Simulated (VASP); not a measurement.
# KBr (Fm-3m) in VASP: settings compared

Aim: see how the results for KBr move with the level of theory and the settings. Levels: HSE06, PBE-based screened hybrid with 35 % exact exchange, PBE-based screened hybrid with 40 % exact exchange. Tasks: single point.

Program: VASP 6.6.1. These are calculated values, not measurements. Logs are shortened: lines on timing, memory, paths and dates and some standing lists are left out, and cuts for length are marked.

### 1 The cell of the first run

Symmetry: Fm-3m, No. 225, cubic system. Conventional cell: a = 6.605 Å, b = 6.605 Å, c = 6.605 Å, α = 90.00°, β = 90.00°, γ = 90.00°. K (site symmetry m-3m) has 6 Br at 3.30 Å within 4.3 Å. Within 4.3 Å of Br (site symmetry m-3m) lie 6 K at 3.30 Å.

### 2 Single point, HSE06

POSCAR reads:

```
KBr
1.0
    0.0000000000      3.3024386828      3.3024386828
    3.3024386828      0.0000000000      3.3024386828
    3.3024386828      3.3024386828      0.0000000000
K Br
1 1
Direct
    0.0000000000      0.0000000000      0.0000000000
    0.5000000000      0.5000000000      0.5000000000
```

INCAR.step1 reads:

```
PREC = Accurate ; ENCUT = 520
EDIFF = 1E-5 ; ISMEAR = 0
SIGMA = 0.5 ; LREAL = False
LASPH = True ; NELM = 60
ALGO = Normal ; ISIF = 2
LWAVE = True ; LCHARG = False
NBANDS = 15 ; GGA = PE
```

INCAR.step2 reads:

```
PREC = Accurate ; ENCUT = 520
EDIFF = 1E-6 ; ISMEAR = 0
SIGMA = 0.5 ; LREAL = False
LASPH = True ; NELM = 60
ALGO = Normal ; ISIF = 2
LWAVE = False ; LCHARG = False
GGA = PE ; LHFCALC = True
HFSCREEN = 0.2079 ; PRECFOCK = Normal
NBANDS = 15 ; ISTART = 1
```

KPOINTS reads:

```
Automatic mesh
0
Gamma
  4 4 4
```

Potentials or basis: VASP PAW PBE potentials, release 64 (K_sv, Br).

Started as:

```bash
> cat potpaw_PBE.64/K_sv/POTCAR potpaw_PBE.64/Br/POTCAR > POTCAR
> cp INCAR.step1 INCAR
> mpirun -np 1 vasp_std > vasp.out
> cp INCAR.step2 INCAR
> mpirun -np 1 vasp_std > vasp.out
```

OUTCAR:

```text
PREC = Accurate
   ENCUT = 520
   EDIFF = 1E-6
   ISMEAR = 0
   LREAL = False
   LASPH = True
   NELM = 60
   ISIF = 2
   GGA = PE
   LHFCALC = True
   HFSCREEN = 0.2079
   PRECFOCK = Normal
   ISTART = 1

 ion  position               nearest neighbor table
   1  0.000  0.000  0.000-
   2  0.500  0.500  0.500-

  LATTYP: Found a face centered cubic cell.
 ALAT       =     6.6048773656

  Lattice vectors:

 A1 = (   0.0000000000,   3.3024386828,   3.3024386828)
 A2 = (   3.3024386828,   0.0000000000,   3.3024386828)
 A3 = (   3.3024386828,   3.3024386828,   0.0000000000)

Analysis of symmetry for initial positions (statically):
=====================================================================
 Subroutine PRICEL returns:
 Original cell was already a primitive cell.

 Routine SETGRP: Setting up the symmetry group for a
 face centered cubic supercell.

 Subroutine GETGRP returns: Found 48 space group operations
 (whereof 48 operations were pure point group operations)
 out of a pool of 48 trial point group operations.

The static configuration has the point symmetry O_h .

Analysis of symmetry for dynamics (positions and initial velocities):
=====================================================================
 Subroutine PRICEL returns:
 Original cell was already a primitive cell.

 Routine SETGRP: Setting up the symmetry group for a
 face centered cubic supercell.

 Subroutine GETGRP returns: Found 48 space group operations
 (whereof 48 operations were pure point group operations)
 out of a pool of 48 trial point group operations.

The dynamic configuration has the point symmetry O_h .

 Subroutine INISYM returns: Found 48 space group operations
 (whereof 48 operations are pure point group operations),
 and found     1 'primitive' translations

----------------------------------------------------------------------------------------

                                     Primitive cell

  volume of cell :      72.0335

  direct lattice vectors                    reciprocal lattice vectors
     0.000000000  3.302438683  3.302438683    -0.151403265  0.151403265  0.151403265
     3.302438683  0.000000000  3.302438683     0.151403265 -0.151403265  0.151403265
     3.302438683  3.302438683  0.000000000     0.151403265  0.151403265 -0.151403265

  length of vectors
     4.670353574  4.670353574  4.670353574     0.262238148  0.262238148  0.262238148

  position of ions in fractional coordinates (direct lattice)
     0.000000000  0.000000000  0.000000000
     0.500000000  0.500000000  0.500000000

  ion indices of the primitive-cell ions
   primitive index   ion index
                 1           1
                 2           2

----------------------------------------------------------------------------------------

 KPOINTS: Automatic mesh

Automatic generation of k-mesh.
 Grid dimensions read from file:
 generate k-points for:    4    4    4

 Generating k-lattice:

  Cartesian coordinates                     Fractional coordinates (reciprocal lattice)
    -0.037850816  0.037850816  0.037850816     0.250000000  0.000000000  0.000000000
     0.037850816 -0.037850816  0.037850816     0.000000000  0.250000000  0.000000000
     0.037850816  0.037850816 -0.037850816     0.000000000  0.000000000  0.250000000

  Length of vectors
     0.065559537  0.065559537  0.065559537

  Shift w.r.t. Gamma in fractional coordinates (k-lattice)
     0.000000000  0.000000000  0.000000000

 Subroutine IBZKPT returns following result:
 ===========================================

 Found      8 irreducible k-points:

 Following reciprocal coordinates:
            Coordinates               Weight
  0.000000  0.000000  0.000000      1.000000
  0.250000  0.000000  0.000000      8.000000
  0.500000  0.000000  0.000000      4.000000
  0.250000  0.250000  0.000000      6.000000
  0.500000  0.250000  0.000000     24.000000
 -0.250000  0.250000  0.000000     12.000000
  0.500000  0.500000  0.000000      3.000000
 -0.250000  0.500000  0.250000      6.000000
   k-points           NKPTS =      8   k-points in BZ     NKDIM =     64   number of bands    NBANDS=     15
   number of dos      NEDOS =    301   number of ions     NIONS =      2
   total plane-waves  NPLWV =  46656
   dimension x,y,z NGX =    36 NGY =   36 NGZ =   36
   dimension x,y,z NGXF=    72 NGYF=   72 NGZF=   72
   ions per type =               1   1
   NGX,Y,Z   is equivalent  to a cutoff of  12.81, 12.81, 12.81 a.u.
   NGXF,Y,Z  is equivalent  to a cutoff of  25.63, 25.63, 25.63 a.u.
 SYSTEM =  unknown system
   PREC   = accura    normal or accurate (medium, high low for compatibility)
   ISTART =      1    job   : 0-new  1-cont  2-samecut
   ICHARG =      0    charge: 1-file 2-atom 10-const
   ISPIN  =      1    spin polarized calculation?
   LNONCOLLINEAR =      F non collinear calculations
   LSORBIT =      F    spin-orbit coupling
   LASPH  =      T    aspherical Exc in radial PAW
   ENCUT  =  520.0 eV  38.22 Ry    6.18 a.u.   8.68  8.68  8.68*2*pi/ulx,y,z
   NELM   =     60;   NELMIN=  2; NELMDL=  0     # of ELM steps
   EDIFF  = 0.1E-05   stopping-criterion for ELM
   LREAL  =      F    real-space projection
   EDIFFG = 0.1E-04   stopping-criterion for IOM
   NSW    =      0    number of steps for IOM
   IBRION =     -1    ionic relax: 0-MD 1-quasi-New 2-CG
   NFREE  =      0    steps in history (QN), initial steepest desc. (CG)
   ISIF   =      2    stress and relaxation
   ISYM   =      3    0-nonsym 1-usesym 2-fastsym
   POTIM  = 0.5000    time-step for ionic-motion
   TEBEG  =    0.0;   TEEND  =   0.0 temperature during run
   PSTRESS=    0.0 pullay stress
   NELECT =      16.0000    total number of electrons
   NUPDOWN=      -1.0000    fix difference up-down
   EMIN   =  10.00;   EMAX   =-10.00  energy-range for DOS
   EFERMI =   0.00;   METHOD = LEGACY
   ISMEAR =     0;   SIGMA  =   0.50  broadening in eV -4-tet -1-fermi 0-gaus
   EFERMI_NEDOS =   21; number of points for ismear=-14 and -15
   IALGO  =     38    algorithm
   IMIX   =      1    mixing-type and parameters
     AMIX     =   0.40;   BMIX     =  1.00
     AMIX_MAG =   1.60;   BMIX_MAG =  1.00
  volume/ion in A,a.u.               =      36.02       243.05
  Fermi-wavevector in a.u.,A,eV,Ry     =   0.991448  1.873566 13.374115  0.982970
  Thomas-Fermi vector in A             =   2.123190
   LORBIT       =      0    0 simple, 1 ext, 2 COOP (PROOUT), +10 PAW based schemes
   GGA     = PE    functional components
   LHFCALC =     T    Hartree Fock is set to
   PRECFOCK=normal    Normal, Fast or Accurate (Low or Medium for compatibility)
   ENCUT4O =  -1.0   cutoff for four orbital integrals eV
   NKREDX  =     1    reduce k-point grid by
   NKREDY  =     1    reduce k-point grid by
   NKREDZ  =     1    reduce k-point grid by
   AEXX    =    0.2500 exact exchange contribution
   HFSCREEN=    0.2079 screening length (either q_TF or 0.3 A-1)
   HFSCREENC=   0.2079 screening length for correlation (either q_TF or 0.3 A-1)
   ENCUTFOCK=  -1.0 apply spherical cutoff to Coloumb kernel
   IVDW    =     0    specifies the selected vdW correction
   LEPSILON=     F    determine dielectric tensor
   LRPA    =     F    only Hartree local field effects (RPA)
 non-spin polarized calculation
 Gauss-broadening in eV      SIGMA  =   0.50
  energy-cutoff  :      520.00
  volume of cell :       72.03
 maximum number of plane-waves:      1964
 NGX is ok and might be reduce to    36
  NGX = 28; NGY = 28; NGZ = 28

 number of electron      15.9999997 magnetization

 Free energy of the ion-electron system (eV)
  ---------------------------------------------------
  ext. energy  EPLUGINS =         0.00000000
  ---------------------------------------------------
  free energy    TOTEN  =        -7.16951022 eV

  energy without entropy =       -7.16951022  energy(sigma->0) =       -7.16951022

 E-fermi :  -0.4747     XC(G=0):  -6.1761

 val. band max:       -2.6214748211   @ k =   0.0000   0.0000   0.0000
 cond. band min:       2.9712574097   @ k =   0.0000   0.0000   0.0000
 fundamental gap:      5.5927322308
 Fermi energy:        -0.4747321868

 k-point     1 :       0.0000    0.0000    0.0000
  band No.  band energies     occupation
      1     -32.5927      2.00000
      2     -15.9420      2.00000
      3     -14.7164      2.00000
      4     -14.7164      2.00000
      5     -14.7164      2.00000
      6      -2.6215      2.00000
      7      -2.6215      2.00000
      8      -2.6215      2.00000
      9       2.9713      0.00000
     10       6.3460      0.00000
     11       6.3460      0.00000
     12       6.3460      0.00000
     13       7.2959      0.00000
     14       7.2959      0.00000
     15      10.1214      0.00000

 k-point     2 :       0.2500    0.0000    0.0000
  band No.  band energies     occupation
      1     -32.5899      2.00000
      2     -16.0340      2.00000
      3     -14.7182      2.00000
      4     -14.7182      2.00000
      5     -14.5805      2.00000
      6      -3.3071      2.00000
      7      -2.7981      2.00000
      8      -2.7981      2.00000
      9       4.2409      0.00000
     10       6.1573      0.00000
     11       7.0902      0.00000
     12       7.0902      0.00000
     13       8.0933      0.00000
     14       8.0933      0.00000
     15      11.2010      0.00000

 k-point     3 :       0.5000    0.0000    0.0000
  band No.  band energies     occupation
      1     -32.5870      2.00000
      2     -16.1116      2.00000
      3     -14.7200      2.00000
      4     -14.7200      2.00000
      5     -14.4576      2.00000
      6      -3.8483      2.00000
      7      -2.9628      2.00000
      8      -2.9628      2.00000
      9       5.1207      0.00000
     10       6.9614      0.00000
     11       8.7507      0.00000
     12       8.7507      0.00000
     13       8.7594      0.00000
     14       8.7594      0.00000
     15       9.8877      0.00000

 k-point     4 :       0.2500    0.2500    0.0000
  band No.  band energies     occupation
      1     -32.5890      2.00000
      2     -15.9817      2.00000
      3     -14.7346      2.00000
      4     -14.7346      2.00000
      5     -14.6264      2.00000
      6      -3.3478      2.00000
      7      -2.7930      2.00000
      8      -2.7930      2.00000
      9       4.4900      0.00000
     10       5.1593      0.00000
     11       7.7603      0.00000
     12       7.8929      0.00000
     13       7.8929      0.00000
     14       8.3954      0.00000
     15      10.7779      0.00000

 k-point     5 :       0.5000    0.2500    0.0000
  band No.  band energies     occupation
      1     -32.5861      2.00000
      2     -15.9863      2.00000
      3     -14.7562      2.00000
      4     -14.7367      2.00000
      5     -14.5982      2.00000
      6      -3.5462      2.00000
      7      -3.1049      2.00000
      8      -2.9455      2.00000
      9       5.2553      0.00000
     10       6.2271      0.00000
     11       7.6358      0.00000
     12       8.5794      0.00000
     13       8.6789      0.00000
     14       9.2564      0.00000
     15      10.0037      0.00000

 k-point     6 :      -0.2500    0.2500    0.0000
  band No.  band energies     occupation
      1     -32.5871      2.00000
      2     -16.0372      2.00000
      3     -14.7574      2.00000
      4     -14.7203      2.00000
      5     -14.5353      2.00000
      6      -3.5691      2.00000
      7      -3.0439      2.00000
      8      -2.9513      2.00000
      9       5.4930      0.00000
     10       6.1026      0.00000
     11       7.5787      0.00000
     12       7.7907      0.00000
     13       8.5388      0.00000
     14       9.5443      0.00000
     15      10.0674      0.00000

 k-point     7 :       0.5000    0.5000    0.0000
  band No.  band energies     occupation
      1     -32.5853      2.00000
      2     -15.8293      2.00000
      3     -14.8088      2.00000
      4     -14.7533      2.00000
      5     -14.7533      2.00000
      6      -3.4861      2.00000
      7      -2.9279      2.00000
      8      -2.9279      2.00000
      9       4.4475      0.00000
     10       5.8600      0.00000
     11       8.1457      0.00000
     12       8.3523      0.00000
     13       8.6807      0.00000
     14       9.9204      0.00000
     15       9.9204      0.00000

 k-point     8 :      -0.2500    0.5000    0.2500
  band No.  band energies     occupation
      1     -32.5852      2.00000
      2     -15.9259      2.00000
      3     -14.7807      2.00000
      4     -14.7807      2.00000
      5     -14.6171      2.00000
      6      -3.2422      2.00000
      7      -3.2422      2.00000
      8      -3.1784      2.00000
      9       6.0282      0.00000
     10       6.0282      0.00000
     11       6.9675      0.00000
     12       7.8880      0.00000
     13       9.5401      0.00000
     14       9.9557      0.00000
     15      10.1649      0.00000

------------------------ aborting loop because EDIFF is reached ----------------------------------------

  FORCE on cell =-STRESS in cart. coord.  units (eV):
  Direction    XX          YY          ZZ          XY          YZ          ZX
  --------------------------------------------------------------------------------------
  -------------------------------------------------------------------------------------
  Total        0.2013452      0.2013452      0.2013452     -0.0000000      0.0000000      0.0000000
  in kB        4.4783462      4.4783462      4.4783462     -0.0000000      0.0000000      0.0000000
  external PRESSURE =       4.4783462 kB  Pullay stress =       0.0000000 kB

 VOLUME and BASIS-vectors are now :
 -----------------------------------------------------------------------------
  energy-cutoff  :      520.00
  volume of cell :       72.03
      direct lattice vectors                 reciprocal lattice vectors
     0.000000000  3.302438683  3.302438683    -0.151403265  0.151403265  0.151403265
     3.302438683  0.000000000  3.302438683     0.151403265 -0.151403265  0.151403265
     3.302438683  3.302438683  0.000000000     0.151403265  0.151403265 -0.151403265

 POSITION                                       TOTAL-FORCE (eV/Angst)
 -----------------------------------------------------------------------------------
      0.00000      0.00000      0.00000         0.000000     -0.000000      0.000000
      3.30244      3.30244      3.30244        -0.000000      0.000000     -0.000000
 -----------------------------------------------------------------------------------
    total drift:                                0.000000      0.000000      0.000000

  FREE ENERGIE OF THE ION-ELECTRON SYSTEM (eV)
  ---------------------------------------------------
  free  energy   TOTEN  =        -7.1695102242 eV

  energy  without entropy=       -7.1695102240  energy(sigma->0) =       -7.16951022
```

Run time: 5 min. Hardware: 1 thread of Intel Xeon Platinum 8488C (Sapphire Rapids), shared host; peak memory 0.32 GiB.

Results:

```yaml
Free_energy: -7.1695 eV
Pressure: 0.4 GPa
Band_gap_on_the_k_mesh: 5.59 eV
```

Levels at points of the mesh, in eV from the valence-band top:
```tsv
k point	band 4	band 5	band 6	band 7	band 8	band 9	band 10	band 11	band 12	band 13
(0.00, 0.00, 0.00)	-12.09	-12.09	0.00	0.00	0.00	5.59	8.97	8.97	8.97	9.92
(0.50, 0.00, 0.00)	-12.10	-11.84	-1.23	-0.34	-0.34	7.74	9.58	11.37	11.37	11.38
(0.50, 0.50, 0.00)	-12.13	-12.13	-0.86	-0.31	-0.31	7.07	8.48	10.77	10.97	11.30
```

Caveat: the PAW data sets were made with another functional, which shifts forces and pressure a little.

[end of part 1 of 2]
